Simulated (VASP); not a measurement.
Write the native input for VASP 6.6.1 that does the following.

- Task: single point
- Functional: PBE
- Potentials or basis: VASP PAW PBE potentials, release 64 (Lu, N)
- Cutoff: 520 eV
- k mesh: 6 × 6 × 4
- Occupations: gaussian, width 0.1 eV
- Spin: no spin polarisation
- Dipole correction: no
- Further INCAR settings: ALGO = Normal; EDIFF = 1e-07; NBANDS = 74

The structure of Lu5N lies in POSCAR:

```
Lu5N
1.0
    5.7569919300      0.0000000000      0.0000000000
   -2.8784959600      4.9857012600      0.0000000000
    0.0000000000      0.0000000000      4.6711587100
Lu N
5 1
Direct
    0.0000000000      0.5000000000      0.5000000000
    0.3333333300      0.6666666700      0.0000000000
    0.6666666700      0.3333333300      0.0000000000
    0.5000000000      0.0000000000      0.5000000000
    0.5000000000      0.5000000000      0.5000000000
    0.0000000000      0.0000000000      0.0000000000
```

These files were run (other wordings do the same):

INCAR

```
SYSTEM = Lu5N
ALGO     = Normal         ! electronic algorithm
EDIFF    = 1E-7           ! SCF threshold, eV
ENCUT    = 520            ! plane-wave cutoff, eV
GGA      = PE             ! functional
ISIF     = 2              ! what is computed and relaxed
ISMEAR   = 0              ! smearing method
LASPH    = .True.         ! aspherical terms in the spheres
LCHARG   = .False.        ! write CHGCAR
LREAL    = .False.        ! projectors in reciprocal space
LWAVE    = .False.        ! write WAVECAR
NBANDS   = 74             ! bands
NELM     = 80             ! most SCF steps
PREC     = Accurate       ! precision mode
SIGMA    = 0.1            ! smearing width, eV
```

KPOINTS

```
k-points
0
Gamma
  6 6 4
  0 0 0
```

Potentials or basis: VASP PAW PBE potentials, release 64 (Lu, N).

The run is started by

```console
$ cat potpaw_PBE.64/Lu/POTCAR potpaw_PBE.64/N/POTCAR > POTCAR
$ mpirun -np 1 vasp_std > vasp.out
```

It gave:

```json
{"Pressure": "18.2 GPa", "Band gap on the k mesh": "zero (band 65 reaches 3.35 eV, above the bottom of band 66 at 1.76 eV)"}
```

Caveat: spin-orbit coupling is left out, which moves the levels of the heavy elements.

Run time: 5.3 min on 1 thread of Intel(R) Xeon(R) Platinum 8259CL CPU @ 2.50GHz (Skylake/Cascade Lake), on a shared host, peak memory 0.36 GiB.
